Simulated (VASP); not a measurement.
# NaF (Pm-3m) in VASP: notebook

Aim: see how the results for NaF move with the level of theory and the settings. Levels: PBE, HSE06, PBE-based screened hybrid with 50 % exact exchange, PBE-based screened hybrid with 10 % exact exchange. Tasks: single point.

Program: VASP 6.6.1. These are calculated values, not measurements. Logs are shortened: lines on timing, memory, paths and dates and some standing lists are left out, and cuts for length are marked.

### 1 The cell of the first run

The structure is cubic, space group Pm-3m (No. 221). Conventional cell: a = 2.793 Å, b = 2.793 Å, c = 2.793 Å, α = 90.00°, β = 90.00°, γ = 90.00°. Na (site symmetry m-3m) has 8 F at 2.42 Å and 6 Na at 2.79 Å within 3.2 Å. F (site symmetry m-3m) has 8 Na at 2.42 Å and 6 F at 2.79 Å within 3.2 Å.

### 2 Single point, PBE

Contents of INCAR:

```
ALGO = Normal ; EDIFF = 1E-7
ENCUT = 520 ; GGA = PE
ISIF = 2 ; ISMEAR = 0
LASPH = T ; LCHARG = T
LELF = T ; LREAL = F
LVHAR = T ; LWAVE = F
NBANDS = 14 ; NELM = 100
PREC = Accurate ; SIGMA = 0.01
```

Contents of KPOINTS:

```
k-points
0
Gamma
  6 6 6
```

Contents of POSCAR:

```
NaF
1.0
    2.7934851994      0.0000000000      0.0000000000
    0.0000000000      2.7934851994      0.0000000000
    0.0000000000      0.0000000000      2.7934851994
Na F
1 1
Direct
    0.0000000000      0.0000000000      0.0000000000
    0.5000000000      0.5000000000      0.5000000000
```

Potentials or basis: VASP PAW PBE potentials, release 64 (Na_pv, F).

On the command line:

```
$ cat potpaw_PBE.64/Na_pv/POTCAR potpaw_PBE.64/F/POTCAR > POTCAR
$ mpirun -np 1 vasp_std > vasp.out
```

OUTCAR:

```text
EDIFF = 1E-7
   ENCUT = 520
   GGA = PE
   ISIF = 2
   ISMEAR = 0
   LASPH = T
   LREAL = F
   NELM = 100
   PREC = Accurate

 ion  position               nearest neighbor table
   1  0.000  0.000  0.000-
   2  0.500  0.500  0.500-

  LATTYP: Found a simple cubic cell.
 ALAT       =     2.7934851994

  Lattice vectors:

 A1 = (   2.7934851994,   0.0000000000,   0.0000000000)
 A2 = (   0.0000000000,   2.7934851994,   0.0000000000)
 A3 = (   0.0000000000,   0.0000000000,   2.7934851994)

Analysis of symmetry for initial positions (statically):
=====================================================================
 Subroutine PRICEL returns:
 Original cell was already a primitive cell.

 Routine SETGRP: Setting up the symmetry group for a
 simple cubic supercell.

 Subroutine GETGRP returns: Found 48 space group operations
 (whereof 48 operations were pure point group operations)
 out of a pool of 48 trial point group operations.

The static configuration has the point symmetry O_h .

Analysis of symmetry for dynamics (positions and initial velocities):
=====================================================================
 Subroutine PRICEL returns:
 Original cell was already a primitive cell.

 Routine SETGRP: Setting up the symmetry group for a
 simple cubic supercell.

 Subroutine GETGRP returns: Found 48 space group operations
 (whereof 48 operations were pure point group operations)
 out of a pool of 48 trial point group operations.

The dynamic configuration has the point symmetry O_h .

 Subroutine INISYM returns: Found 48 space group operations
 (whereof 48 operations are pure point group operations),
 and found     1 'primitive' translations

----------------------------------------------------------------------------------------

                                     Primitive cell

  volume of cell :      21.7991

  direct lattice vectors                    reciprocal lattice vectors
     2.793485199  0.000000000  0.000000000     0.357975765  0.000000000  0.000000000
     0.000000000  2.793485199  0.000000000     0.000000000  0.357975765  0.000000000
     0.000000000  0.000000000  2.793485199     0.000000000  0.000000000  0.357975765

  length of vectors
     2.793485199  2.793485199  2.793485199     0.357975765  0.357975765  0.357975765

  position of ions in fractional coordinates (direct lattice)
     0.000000000  0.000000000  0.000000000
     0.500000000  0.500000000  0.500000000

  ion indices of the primitive-cell ions
[... 80 lines left out ...]
   PSTRESS=    0.0 pullay stress
   NELECT =      14.0000    total number of electrons
   NUPDOWN=      -1.0000    fix difference up-down
   EMIN   =  10.00;   EMAX   =-10.00  energy-range for DOS
   EFERMI =   0.00;   METHOD = LEGACY
   ISMEAR =     0;   SIGMA  =   0.01  broadening in eV -4-tet -1-fermi 0-gaus
   EFERMI_NEDOS =   21; number of points for ismear=-14 and -15
   IALGO  =     38    algorithm
   IMIX   =      4    mixing-type and parameters
     AMIX     =   0.40;   BMIX     =  1.00
     AMIX_MAG =   1.60;   BMIX_MAG =  1.00
  volume/ion in A,a.u.               =      10.90        73.55
  Fermi-wavevector in a.u.,A,eV,Ry     =   1.412444  2.669131 27.143583  1.994997
  Thomas-Fermi vector in A             =   2.534192
   LORBIT       =      0    0 simple, 1 ext, 2 COOP (PROOUT), +10 PAW based schemes
   GGA     = PE    functional components
   LHFCALC =     F    Hartree Fock is set to
   AEXX    =    0.0000 exact exchange contribution
   IVDW    =     0    specifies the selected vdW correction
   LEPSILON=     F    determine dielectric tensor
   LRPA    =     F    only Hartree local field effects (RPA)
 non-spin polarized calculation
 Gauss-broadening in eV      SIGMA  =   0.01
  energy-cutoff  :      520.00
  volume of cell :       21.80
 maximum number of plane-waves:       624
 NGX is ok and might be reduce to    24
   NGX = 11   NGY = 11   NGZ = 11

 number of electron      14.0000006 magnetization

 Free energy of the ion-electron system (eV)
  ---------------------------------------------------
  ext. energy  EPLUGINS =         0.00000000
  ---------------------------------------------------
  free energy    TOTEN  =        -8.23025112 eV

  energy without entropy =       -8.23025112  energy(sigma->0) =       -8.23025112

 E-fermi :  -0.4752     XC(G=0):  -9.9290

 val. band max:       -0.6123046836   @ k =   0.5000   0.5000   0.0000
 cond. band min:       5.4993567631   @ k =   0.0000   0.0000   0.0000
 fundamental gap:      6.1116614467
 Fermi energy:        -0.4751646191

 k-point     1 :       0.0000    0.0000    0.0000
  band No.  band energies     occupation
      1     -20.6506      2.00000
      2     -20.6506      2.00000
      3     -20.6506      2.00000
      4     -20.5073      2.00000
      5      -0.9508      2.00000
      6      -0.9508      2.00000
      7      -0.9508      2.00000
      8       5.4994      0.00000
      9      15.1641      0.00000
     10      15.1641      0.00000
     11      23.4085      0.00000
     12      23.4085      0.00000
     13      23.4085      0.00000
     14      30.6845      0.00000
[... 309 lines left out ...]
      1     -20.8378      2.00000
      2     -20.8378      2.00000
      3     -20.8378      2.00000
      4     -19.7244      2.00000
      5      -2.2749      2.00000
      6      -2.2749      2.00000
      7      -2.2749      2.00000
      8      13.8217      0.00000
      9      13.8217      0.00000
     10      13.8217      0.00000
     11      18.8363      0.00000
     12      18.8363      0.00000
     13      18.8363      0.00000
     14      22.7289      0.00000

------------------------ aborting loop because EDIFF is reached ----------------------------------------

  FORCE on cell =-STRESS in cart. coord.  units (eV):
  Direction    XX          YY          ZZ          XY          YZ          ZX
  --------------------------------------------------------------------------------------
  -------------------------------------------------------------------------------------
  Total        0.5787089      0.5787089      0.5787089      0.0000000      0.0000000     -0.0000000
  in kB       42.5335521     42.5335521     42.5335521      0.0000000      0.0000000     -0.0000000
  external PRESSURE =      42.5335521 kB  Pullay stress =       0.0000000 kB

 VOLUME and BASIS-vectors are now :
 -----------------------------------------------------------------------------
  energy-cutoff  :      520.00
  volume of cell :       21.80
      direct lattice vectors                 reciprocal lattice vectors
     2.793485199  0.000000000  0.000000000     0.357975765  0.000000000  0.000000000
     0.000000000  2.793485199  0.000000000     0.000000000  0.357975765  0.000000000
     0.000000000  0.000000000  2.793485199     0.000000000  0.000000000  0.357975765

 POSITION                                       TOTAL-FORCE (eV/Angst)
 -----------------------------------------------------------------------------------
      0.00000      0.00000      0.00000         0.000000      0.000000      0.000000
      1.39674      1.39674      1.39674         0.000000      0.000000      0.000000
 -----------------------------------------------------------------------------------
    total drift:                                0.000000      0.000000     -0.000000

  FREE ENERGIE OF THE ION-ELECTRON SYSTEM (eV)
  ---------------------------------------------------
  free  energy   TOTEN  =        -8.2302511165 eV

  energy  without entropy=       -8.2302511165  energy(sigma->0) =       -8.23025112
```

OSZICAR:

```text
N       E                     dE             d eps       ncg     rms          rms(c)
DAV:   1     0.105610814514E+03    0.10561E+03   -0.78496E+03   582   0.125E+03
DAV:   2    -0.415413583955E+01   -0.10976E+03   -0.10263E+03   662   0.337E+02
DAV:   3    -0.909239203155E+01   -0.49383E+01   -0.49301E+01   632   0.666E+01
DAV:   4    -0.912360316551E+01   -0.31211E-01   -0.31210E-01   686   0.578E+00
DAV:   5    -0.912389313807E+01   -0.28997E-03   -0.28997E-03   632   0.554E-01    0.520E+00
DAV:   6    -0.827068367768E+01    0.85321E+00   -0.25030E+00   638   0.145E+01    0.170E+00
DAV:   7    -0.824369033692E+01    0.26993E-01   -0.29915E-02   572   0.282E+00    0.102E+00
DAV:   8    -0.822983235909E+01    0.13858E-01   -0.23933E-02   578   0.398E+00    0.126E-01
DAV:   9    -0.823029391776E+01   -0.46156E-03   -0.33131E-03   656   0.561E-01    0.767E-02
DAV:  10    -0.823025276614E+01    0.41152E-04   -0.37137E-04   596   0.175E-01    0.121E-02
DAV:  11    -0.823025103452E+01    0.17316E-05   -0.15977E-05   650   0.804E-02    0.245E-03
DAV:  12    -0.823025117772E+01   -0.14320E-06   -0.13169E-06   614   0.140E-02    0.123E-03
DAV:  13    -0.823025111650E+01    0.61225E-07   -0.17841E-07   578   0.408E-03
   1 F= -.82302511E+01 E0= -.82302511E+01  d E =-.163909E-85
```

stdout:

```text
POSCAR found type information on POSCAR NaF
 POSCAR found :  2 types and       2 ions
 scaLAPACK will be used
 LDA part: xc-table for (Slater+PW92), standard interpolation
 POSCAR, INCAR and KPOINTS ok, starting setup
 FFT: planning ... GRIDC
 FFT: planning ... GRID_SOFT
 FFT: planning ... GRID
 WAVECAR not read
 entering main loop
```

It took 8.6 s on 1 thread of Intel Xeon Platinum 8175M at 2.50GHz (Skylake/Cascade Lake), shared host; peak memory 0.13 GiB.

Results:

```yaml
Free_energy: -8.2303 eV
Pressure: 4.3 GPa
Band_gap_on_the_k_mesh: 6.11 eV (least direct gap 6.45 eV)
```

Levels at points of the mesh, in eV from the valence-band top:
```
           k point  band 5  band 6  band 7  band 8  band 9  band 10
(0.00, 0.00, 0.00)   -0.34   -0.34   -0.34    6.11   15.78    15.78
(0.50, 0.00, 0.00)   -2.66   -0.21   -0.21   10.87   11.89    19.98
(0.50, 0.50, 0.00)   -1.89   -1.89    0.00   11.99   15.30    15.30
(0.50, 0.50, 0.50)   -1.66   -1.66   -1.66   14.43   14.43    14.43
```

Caveat: the cell stands under pressure.

### 3 Single point, HSE06

POSCAR is that of step 2.

Contents of INCAR.step1:

```
SYSTEM = NaF
ALGO = Normal
EDIFF = 1E-5
ENCUT = 520
GGA = PE
ISIF = 2
ISMEAR = 0
LASPH = .TRUE.
LCHARG = .FALSE.
LREAL = .FALSE.
LWAVE = .TRUE.
NBANDS = 14
NELM = 100
PREC = Accurate
SIGMA = 0.01
```

Contents of INCAR.step2:

```
SYSTEM = NaF
ALGO = Normal
EDIFF = 1E-6
ENCUT = 520
GGA = PE
HFSCREEN = 0.2079
ISIF = 2
ISMEAR = 0
ISTART = 1
LASPH = .TRUE.
LCHARG = .FALSE.
LHFCALC = .TRUE.
LREAL = .FALSE.
LWAVE = .FALSE.
NBANDS = 14
NELM = 100
PREC = Accurate
PRECFOCK = Normal
SIGMA = 0.01
```

Contents of KPOINTS:

```
k-points
0
G
  3 3 3
  0 0 0
```

Potentials or basis: VASP PAW PBE potentials, release 64 (Na_pv, F).

On the command line:

```
$ cat potpaw_PBE.64/Na_pv/POTCAR potpaw_PBE.64/F/POTCAR > POTCAR
$ cp INCAR.step1 INCAR
$ mpirun -np 1 vasp_std > vasp.out
$ cp INCAR.step2 INCAR
$ mpirun -np 1 vasp_std > vasp.out
```

It took 28 s on 1 thread of Intel Xeon Platinum 8175M at 2.50GHz (Skylake/Cascade Lake), shared host; peak memory 0.22 GiB.

It converged, with:

| Item | Value |
| --- | --- |
| Free energy | -9.9896 eV |
| Pressure | 1.9 GPa |
| Band gap on the k mesh | 8.42 eV (least direct gap 8.67 eV) |

Levels at points of the mesh, in eV from the valence-band top:
```csv
k point,band 5,band 6,band 7,band 8,band 9,band 10
"(0.00, 0.00, 0.00)",-0.25,-0.25,-0.25,8.42,18.20,18.20
```

Caveat: the k points lie up to 0.75 Å⁻¹ apart; the PAW data sets were made with another functional, which shifts forces and pressure a little; an odd mesh through Γ misses points on the zone boundary, where band edges can lie.

### 4 Single point, HSE06

POSCAR is that of step 3.

Contents of INCAR.step1:

```
ALGO     = Normal         # electronic algorithm
EDIFF    = 1E-5           # SCF threshold, eV
ENCUT    = 520            # plane-wave cutoff, eV
GGA      = PE             # functional
ISIF     = 2              # what is computed and relaxed
ISMEAR   = 0              # smearing method
LASPH    = T              # aspherical terms in the spheres
LCHARG   = F              # write CHGCAR
LREAL    = F              # projectors in reciprocal space
LWAVE    = T              # write WAVECAR
NBANDS   = 14             # bands
NELM     = 80             # most SCF steps
PREC     = Accurate       # precision mode
SIGMA    = 0.01           # smearing width, eV
```

Contents of INCAR.step2:

```
ALGO     = Normal         # electronic algorithm
EDIFF    = 1E-6           # SCF threshold, eV
ENCUT    = 520            # plane-wave cutoff, eV
GGA      = PE             # functional
HFSCREEN = 0.2079         # screening, 1/A
ISIF     = 2              # what is computed and relaxed
ISMEAR   = 0              # smearing method
ISTART   = 1            
LASPH    = T              # aspherical terms in the spheres
LCHARG   = F              # write CHGCAR
LHFCALC  = T              # exact exchange
LREAL    = F              # projectors in reciprocal space
LWAVE    = F              # write WAVECAR
NBANDS   = 14             # bands
NELM     = 80             # most SCF steps
PREC     = Accurate       # precision mode
PRECFOCK = Normal       
SIGMA    = 0.01           # smearing width, eV
```

Contents of KPOINTS:

```
k-points
0
Gamma
  4 4 4
```

On the command line:

```
$ cat potpaw_PBE.64/Na_pv/POTCAR potpaw_PBE.64/F/POTCAR > POTCAR
$ cp INCAR.step1 INCAR
$ mpirun -np 1 vasp_std > vasp.out
$ cp INCAR.step2 INCAR
$ mpirun -np 1 vasp_std > vasp.out
```

Run time: 92 s. Hardware: 1 thread of Intel Xeon Platinum 8175M at 2.50GHz (Skylake/Cascade Lake), shared host; peak memory 0.22 GiB.

The run converged. Its results:

```yaml
Free_energy: -9.9887 eV
Pressure: 1.9 GPa
Band_gap_on_the_k_mesh: 8.30 eV (least direct gap 8.65 eV)
```

Levels at points of the mesh, in eV from the valence-band top:
```
           k point  band 4  band 5  band 6  band 7  band 8  band 9  band 10  band 11
(0.00, 0.00, 0.00)  -21.49   -0.35   -0.35   -0.35    8.30   18.09    18.09    26.77
(0.50, 0.00, 0.00)  -20.57   -2.75   -0.22   -0.22   13.18   14.30    22.39    23.60
(0.50, 0.50, 0.00)  -20.93   -1.99   -1.99    0.00   14.25   17.82    17.82    18.09
(0.50, 0.50, 0.50)  -20.68   -1.75   -1.75   -1.75   16.74   16.74    16.74    22.17
```

Caveat: the k points lie up to 0.56 Å⁻¹ apart; the PAW data sets were made with another functional, which shifts forces and pressure a little.

### 5 Single point, PBE-based screened hybrid with 50 % exact exchange

POSCAR is that of step 4.

Contents of INCAR.step1:

```
SYSTEM = NaF
PREC = Accurate
ENCUT = 520
EDIFF = 1E-5
ISMEAR = 0
SIGMA = 0.01
LREAL = .False.
LASPH = .True.
NELM = 100
ALGO = Normal
ISIF = 2
LWAVE = .True.
GGA = PE
NBANDS = 14
```

Contents of INCAR.step2:

```
SYSTEM = NaF
PREC = Accurate
ENCUT = 520
EDIFF = 1E-6
ISMEAR = 0
SIGMA = 0.01
LREAL = .False.
LASPH = .True.
NELM = 100
ALGO = Normal
ISIF = 2
LWAVE = .False.
LCHARG = .True.
GGA = PE
LHFCALC = .True.
AEXX = 0.5
HFSCREEN = 0.1
PRECFOCK = Normal
LELF = .True.
LVHAR = .True.
ISTART = 1
NBANDS = 14
```

Contents of KPOINTS:

```
regular mesh
0
Gamma
  4 4 4
  0 0 0
```

On the command line:

```
$ cat potpaw_PBE.64/Na_pv/POTCAR potpaw_PBE.64/F/POTCAR > POTCAR
$ cp INCAR.step1 INCAR
$ mpirun -np 1 vasp_std > vasp.out
$ cp INCAR.step2 INCAR
$ mpirun -np 1 vasp_std > vasp.out
```

Run time: 2.3 min. Hardware: 1 thread of Intel Xeon Platinum 8175M at 2.50GHz (Skylake/Cascade Lake), shared host; peak memory 0.22 GiB.

It converged, with:

| Property | Result |
| --- | --- |
| Free energy | -12.3619 eV |
| Pressure | -0.6 GPa |
| Band gap on the k mesh | 11.36 eV (least direct gap 11.73 eV) |

Levels at points of the mesh, in eV from the valence-band top:
| k point | band 4 | band 5 | band 6 | band 7 | band 8 | band 9 | band 10 | band 11 |
| --- | --- | --- | --- | --- | --- | --- | --- | --- |
| (0.00, 0.00, 0.00) | -22.95 | -0.37 | -0.37 | -0.37 | 11.36 | 21.26 | 21.26 | 30.38 |
| (0.50, 0.00, 0.00) | -22.07 | -2.82 | -0.23 | -0.23 | 16.36 | 17.56 | 25.62 | 26.86 |
| (0.50, 0.50, 0.00) | -22.50 | -2.08 | -2.08 | 0.00 | 17.38 | 21.18 | 21.18 | 21.42 |
| (0.50, 0.50, 0.50) | -22.24 | -1.83 | -1.83 | -1.83 | 19.90 | 19.90 | 19.90 | 25.75 |

Caveat: the k points lie up to 0.56 Å⁻¹ apart; the PAW data sets were made with another functional, which shifts forces and pressure a little.

### 6 Single point, PBE-based screened hybrid with 10 % exact exchange

POSCAR is that of step 5.

Contents of INCAR.step1:

```
ALGO = Normal
EDIFF = 1E-5
ENCUT = 520
GGA = PE
ISIF = 2
ISMEAR = 0
LASPH = True
LCHARG = False
LREAL = False
LWAVE = True
NBANDS = 14
NELM = 100
PREC = Accurate
SIGMA = 0.01
```

Contents of INCAR.step2:

```
AEXX = 0.1
ALGO = Normal
EDIFF = 1E-6
ENCUT = 520
GGA = PE
HFSCREEN = 0.5
ISIF = 2
ISMEAR = 0
ISTART = 1
LASPH = True
LCHARG = False
LHFCALC = True
LREAL = False
LWAVE = False
NBANDS = 14
NELM = 100
PREC = Accurate
PRECFOCK = Normal
SIGMA = 0.01
```

Contents of KPOINTS:

```
k-points
0
Gamma
  4 4 4
```

Potentials or basis: VASP PAW PBE potentials, release 64 (Na_pv, F).

On the command line:

```
$ cat potpaw_PBE.64/Na_pv/POTCAR potpaw_PBE.64/F/POTCAR > POTCAR
$ cp INCAR.step1 INCAR
$ mpirun -np 1 vasp_std > vasp.out
$ cp INCAR.step2 INCAR
$ mpirun -np 1 vasp_std > vasp.out
```

Wall time 84 s (1 thread of Intel Xeon Platinum 8175M at 2.50GHz (Skylake/Cascade Lake), shared host); peak memory 0.22 GiB.

Results (log left out):

| Property | Result |
| --- | --- |
| Free energy | -8.7092 eV |
| Pressure | 3.4 GPa |
| Band gap on the k mesh | 6.66 eV (least direct gap 7.01 eV) |

Levels at points of the mesh, in eV from the valence-band top:
| k point | band 5 | band 6 | band 7 | band 8 | band 9 | band 10 |
| --- | --- | --- | --- | --- | --- | --- |
| (0.00, 0.00, 0.00) | -0.34 | -0.34 | -0.34 | 6.66 | 16.38 | 16.38 |
| (0.50, 0.00, 0.00) | -2.67 | -0.21 | -0.21 | 11.46 | 12.50 | 20.62 |
| (0.50, 0.50, 0.00) | -1.91 | -1.91 | 0.00 | 12.56 | 15.95 | 15.95 |
| (0.50, 0.50, 0.50) | -1.68 | -1.68 | -1.68 | 15.02 | 15.02 | 15.02 |

Caveat: the k points lie up to 0.56 Å⁻¹ apart; the PAW data sets were made with another functional, which shifts forces and pressure a little.

### 7 Overview

| level | k mesh | grid for exact exchange (PRECFOCK) | share of exact exchange | screening parameter | gap on the mesh (eV) | pressure (GPa) |
| --- | --- | --- | --- | --- | --- | --- |
| PBE | 6 × 6 × 6 | - | - | - | 6.11 | 4.3 |
| HSE06 | 3 × 3 × 3 | Normal | 0.25 | 0.2079 1/Å | 8.42 | 1.9 |
| HSE06 | 4 × 4 × 4 | Normal | 0.25 | 0.2079 1/Å | 8.30 | 1.9 |
| PBE-based screened hybrid with 50 % exact exchange | 4 × 4 × 4 | Normal | 0.5 | 0.1 1/Å | 11.36 | -0.6 |
| PBE-based screened hybrid with 10 % exact exchange | 4 × 4 × 4 | Normal | 0.1 | 0.5 1/Å | 6.66 | 3.4 |

Alike in all rows: task single point; potentials or basis VASP PAW PBE potentials, release 64 (Na_pv, F); no spin polarisation; cell as given; cutoff (eV) 520; smearing gaussian 0.01 eV.

Caveats: some runs use coarse meshes; the PAW data sets were made with another functional, which shifts forces and pressure a little (at least some runs); the cell stands under pressure (at least some runs); an odd mesh through Γ misses points on the zone boundary, where band edges can lie (at least some runs).

Absolute energies hang on the potentials; compare differences alone.
